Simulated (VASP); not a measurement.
# W (I4/mmm) in VASP: notebook, part 2 of 2

VASP 6.6.1.

### 3 Single point, PBEsol (strain +0.1000 x Voigt [0, 1, 0, 0, 0, 0])

File INCAR:

```
SYSTEM = W
  ALGO = Fast
  EDIFF = 1E-6
  ENCUT = 520
  GGA = PS
  ISIF = 2
  ISMEAR = 0
  LASPH = .TRUE.
  LCHARG = .FALSE.
  LREAL = .FALSE.
  LWAVE = .FALSE.
  NBANDS = 13
  NELM = 100
  PREC = Accurate
  SIGMA = 0.15
```

File KPOINTS:

```
k-points
0
G
  26 26 26
  0 0 0
```

File POSCAR:

```
W
1.0
   -1.5771801398      1.7348981538      1.5771801398
    1.5771801398     -1.7348981538      1.5771801398
    1.5771801398      1.7348981538     -1.5771801398
W
1
Direct
    0.0000000000      0.0000000000      0.0000000000
```

Potentials or basis: VASP PAW PBE potentials, release 64 (W_sv).

Run with:

```console
$ cat potpaw_PBE.64/W_sv/POTCAR > POTCAR
$ mpirun -np 1 vasp_std > vasp.out
```

OUTCAR:

```text
SYSTEM = W
   EDIFF = 1E-6
   ENCUT = 520
   GGA = PS
   ISIF = 2
   ISMEAR = 0
   LASPH = .TRUE.
   LREAL = .FALSE.
   NELM = 100
   PREC = Accurate

 ion  position               nearest neighbor table
   1  0.000  0.000  0.000-

  LATTYP: Found a body centered tetragonal cell.
 ALAT       =     3.1543602796
 C/A-ratio  =     1.1000000000

  Lattice vectors:

 A1 = (  -1.5771801398,  -1.7348981538,   1.5771801398)
 A2 = (   1.5771801398,  -1.7348981538,  -1.5771801398)
 A3 = (   1.5771801398,   1.7348981538,   1.5771801398)

Analysis of symmetry for initial positions (statically):
=====================================================================
 Subroutine PRICEL returns:
 Original cell was already a primitive cell.

 Routine SETGRP: Setting up the symmetry group for a
 body centered tetragonal supercell.

 Subroutine GETGRP returns: Found 16 space group operations
 (whereof 16 operations were pure point group operations)
 out of a pool of 16 trial point group operations.

The static configuration has the point symmetry D_4h.

Analysis of symmetry for dynamics (positions and initial velocities):
=====================================================================
 Subroutine PRICEL returns:
 Original cell was already a primitive cell.

 Routine SETGRP: Setting up the symmetry group for a
 body centered tetragonal supercell.

 Subroutine GETGRP returns: Found 16 space group operations
 (whereof 16 operations were pure point group operations)
 out of a pool of 16 trial point group operations.

The dynamic configuration has the point symmetry D_4h.

 Subroutine INISYM returns: Found 16 space group operations
 (whereof 16 operations are pure point group operations),
 and found     1 'primitive' translations

----------------------------------------------------------------------------------------

                                     Primitive cell

  volume of cell :      17.2622

  direct lattice vectors                    reciprocal lattice vectors
    -1.577180140  1.734898154  1.577180140     0.000000000  0.288201356  0.317021491
[... 114 lines left out ...]
   LRPA    =     F    only Hartree local field effects (RPA)
 non-spin polarized calculation
 RMM-DIIS sequential band-by-band and
 Gauss-broadening in eV      SIGMA  =   0.15
  energy-cutoff  :      520.00
  volume of cell :       17.26
 maximum number of plane-waves:       480
 NGX is ok and might be reduce to    24
   NGX = 11   NGY = 11   NGZ = 11

 number of electron      14.0000002 magnetization

 Free energy of the ion-electron system (eV)
  ---------------------------------------------------
  ext. energy  EPLUGINS =         0.00000000
  ---------------------------------------------------
  free energy    TOTEN  =       -13.60032865 eV

  energy without entropy =      -13.59409156  energy(sigma->0) =      -13.59721011

 E-fermi :  10.0612     XC(G=0): -13.2834

 val. band max:       10.0600230941   @ k =  -0.0769   0.5000   0.0769
 cond. band min:      10.0613303083   @ k =   0.5000   0.5000   0.0385
 fundamental gap:      0.0013072142
 Fermi energy:        10.0612436215

 k-point     1 :       0.0000    0.0000    0.0000
  band No.  band energies     occupation
      1     -64.1801      2.00000
      2     -27.8597      2.00000
      3     -27.8405      2.00000
      4     -27.8405      2.00000
      5       0.9104      2.00000
      6       8.7232      2.00000
      7       8.7232      2.00000
      8       9.7689      1.99415
      9      11.3269      0.00000
     10      12.6853      0.00000
     11      23.4413      0.00000
     12      25.0698      0.00000
     13      25.0698      0.00000
[... 354 lines left out ...]
  band No.  band energies     occupation
      1     -64.1050      2.00000
      2     -28.6731      2.00000
      3     -28.0822      2.00000
      4     -27.8591      2.00000
      5       4.2055      2.00000
      6       7.6009      2.00000
      7       8.8385      2.00000
      8      11.2098      0.00000
      9      12.8452      0.00000
     10      13.7986      0.00000
     11      21.4973      0.00000
     12      22.7504      0.00000
     13      28.8174      0.00000

 [... further k-points ...]

------------------------ aborting loop because EDIFF is reached ----------------------------------------

  FORCE on cell =-STRESS in cart. coord.  units (eV):
  Direction    XX          YY          ZZ          XY          YZ          ZX
  --------------------------------------------------------------------------------------
  -------------------------------------------------------------------------------------
  Total       -1.8054645     -4.0830184     -1.8054645      0.0000000      0.0000000      0.0000000
  in kB     -167.5725813   -378.9617208   -167.5725813      0.0000000      0.0000000      0.0000000
  external PRESSURE =    -238.0356278 kB  Pullay stress =       0.0000000 kB

 VOLUME and BASIS-vectors are now :
 -----------------------------------------------------------------------------
  energy-cutoff  :      520.00
  volume of cell :       17.26
      direct lattice vectors                 reciprocal lattice vectors
    -1.577180140  1.734898154  1.577180140     0.000000000  0.288201356  0.317021491
     1.577180140 -1.734898154  1.577180140     0.317021491  0.000000000  0.317021491
     1.577180140  1.734898154 -1.577180140     0.317021491  0.288201356  0.000000000

 POSITION                                       TOTAL-FORCE (eV/Angst)
 -----------------------------------------------------------------------------------
      0.00000      0.00000      0.00000        -0.000000     -0.000000     -0.000000
 -----------------------------------------------------------------------------------
    total drift:                                0.000000      0.000000      0.000000

  FREE ENERGIE OF THE ION-ELECTRON SYSTEM (eV)
  ---------------------------------------------------
  free  energy   TOTEN  =       -13.6003286515 eV

  energy  without entropy=      -13.5940915629  energy(sigma->0) =      -13.59721011
```

OSZICAR:

```text
N       E                     dE             d eps       ncg     rms          rms(c)
DAV:   1     0.848171319759E+02    0.84817E+02   -0.74632E+03 34683   0.121E+03
DAV:   2    -0.126579877341E+02   -0.97475E+02   -0.93666E+02 39035   0.315E+02
DAV:   3    -0.143668680292E+02   -0.17089E+01   -0.17022E+01 38050   0.404E+01
DAV:   4    -0.143744581173E+02   -0.75901E-02   -0.75899E-02 38180   0.299E+00
DAV:   5    -0.143745279918E+02   -0.69874E-04   -0.69874E-04 38525   0.270E-01    0.184E+01
RMM:   6    -0.137527113230E+02    0.62182E+00   -0.52787E-01 37754   0.652E+00    0.709E+00
RMM:   7    -0.136045640881E+02    0.14815E+00   -0.34557E-01 38029   0.521E+00    0.107E+00
RMM:   8    -0.136007048208E+02    0.38593E-02   -0.13094E-02 42852   0.122E+00    0.262E-01
RMM:   9    -0.136003409627E+02    0.36386E-03   -0.20290E-03 41997   0.517E-01    0.301E-02
RMM:  10    -0.136003342175E+02    0.67452E-05   -0.31793E-04 43355   0.210E-01    0.128E-02
RMM:  11    -0.136003275384E+02    0.66791E-05   -0.32770E-05 44580   0.709E-02    0.451E-03
RMM:  12    -0.136003286950E+02   -0.11566E-05   -0.72017E-06 40296   0.342E-02    0.167E-03
RMM:  13    -0.136003286515E+02    0.43489E-07   -0.94957E-07 28925   0.127E-02
   1 F= -.13600329E+02 E0= -.13597210E+02  d E =-.623709E-02
```

It took 2.2 min on 1 thread of Intel Xeon Platinum 8488C (Sapphire Rapids), shared host; peak memory 0.38 GiB.

Results:

- Free energy: -13.6003 eV
- Pressure: -23.8 GPa
- Band gap on the k mesh: zero (band 7 reaches 14.45 eV, above the bottom of band 8 at 9.29 eV)

Caveat: the cell differs from its parent crystal (strain +0.1000 x Voigt [0, 1, 0, 0, 0, 0]); the PAW data sets were made with another functional, which shifts forces and pressure a little; spin-orbit coupling is left out, which moves the levels of the heavy elements.
